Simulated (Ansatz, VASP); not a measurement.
**Two plane-wave programs on BaTiO3**

Contents of INCAR:

```
SYSTEM = BaTiO3
  PREC = Accurate
  ENCUT = 520
  EDIFF = 1E-6
  ISMEAR = -1
  SIGMA = 0.05
  LREAL = .FALSE.
  LASPH = .TRUE.
  NELM = 150
  ALGO = Normal
  ISIF = 2
  LWAVE = .FALSE.
  LCHARG = .FALSE.
  LMAXMIX = 4
  LDAU = .TRUE.
  LDAUTYPE = 2
  LDAUL = -1 2 -1
  LDAUU = 0 6 0
  LDAUJ = 0 0 0
  LDAUPRINT = 1
  GGA = PE
  NBANDS = 28
```

File KPOINTS:

```
regular mesh
0
G
  7 6 7
  0 0 0
```

Contents of POSCAR:

```
BaTiO3
1.0
    3.7288979900     -0.4219254500      0.0223674800
   -0.2844733300      3.2754742700      3.1100811900
    0.3164270400     -2.7537071700      2.5899183700
Ba Ti O
1 1 3
Direct
    0.0036372600      0.9972694200      0.9985015400
    0.5002452300      0.5116078500      0.5101821300
    0.9983542100      0.4928168200      0.4950359800
    0.4999067000      0.5015397800      0.9945381500
    0.4978566000      0.9929861300      0.4979621900
```

input.yaml

```yaml
crystal:
  lattice:
    - [3.72889799, -0.42192545, 0.02236748]
    - [-0.28447333, 3.27547427, 3.11008119]
    - [0.31642704, -2.75370717, 2.58991837]
  atoms:
    - { symbol: Ba, position: [0.00363726, 0.99726942, 0.99850154] }
    - { symbol: Ti, position: [0.50024523, 0.51160785, 0.51018213] }
    - { symbol: O, position: [0.99835421, 0.49281682, 0.49503598] }
    - { symbol: O, position: [0.4999067, 0.50153978, 0.99453815] }
    - { symbol: O, position: [0.4978566, 0.99298613, 0.49796219] }
hamiltonian:
  xc: pbe
  pseudopotentials: { kind: paw }
  hubbard: { sites: [{ species: Ti, l: d, u_eff: 6.0 }] }
kpoints:
  mp_grid: { grid: [7, 6, 7] }
  band_path:
    path:
      - [[0.0, 0.0, 0.5], [0.0, 0.0, 0.0], [0.0, -0.5, 0.0]]
      - [[0.0, -0.5, 0.5], [0.0, 0.0, 0.0], [0.5, 0.0, 0.0]]
      - [[0.5, 0.0, 0.5], [0.0, 0.0, 0.0], [0.5, -0.5, 0.0]]
      - [[0.5, -0.5, 0.5], [0.0, 0.0, 0.0]]
    npoints: 14
scf:
  occupations: { method: fermi_dirac, width: 0.05 }
  n_extra_bands: 12
output:
  forces: true
  stress: true
  eigenvalues: true
  fatbands: false
```

Alike in both runs: functional PBE; k mesh 7 × 6 × 7; occupations fermi-dirac, width 0.05 eV; no spin polarisation; Hubbard terms Ti d U = 6.0 eV.

|  | VASP | Ansatz |
| --- | --- | --- |
| version | VASP 6.6.1 | Ansatz 0.2.0 |
| potentials or method | VASP PAW PBE potentials, release 64 (Ba_sv, Ti_sv, O) | Ansatz PAW |
| plane-wave cutoff (eV) | 520 | 420 |
| valence electrons in the cell | 40 | 40 |
| task | single point | band structure |

|  | VASP | Ansatz | Ansatz less VASP |
| --- | --- | --- | --- |
| gap on the k mesh at the Fermi level (eV) | 1.10 | 1.36 | +0.261 |
| least direct gap on the mesh (eV) | 1.19 | 1.43 | +0.244 |
| pressure (GPa) | 25.4 | 19.6 | -5.83 |
| traceless stress, the component that is largest in VASP (GPa) | 27.48 | 26.26 | -1.216 |
| rms of the force components (eV/Å) | 0.358 | 0.254 | -0.1039 |

The programs project onto different local orbitals, so the same U acts differently, and such runs can settle in different states. Atom by atom the forces differ by 0.159 eV/Å (rms over components).

Neither program's run includes spin-orbit coupling.
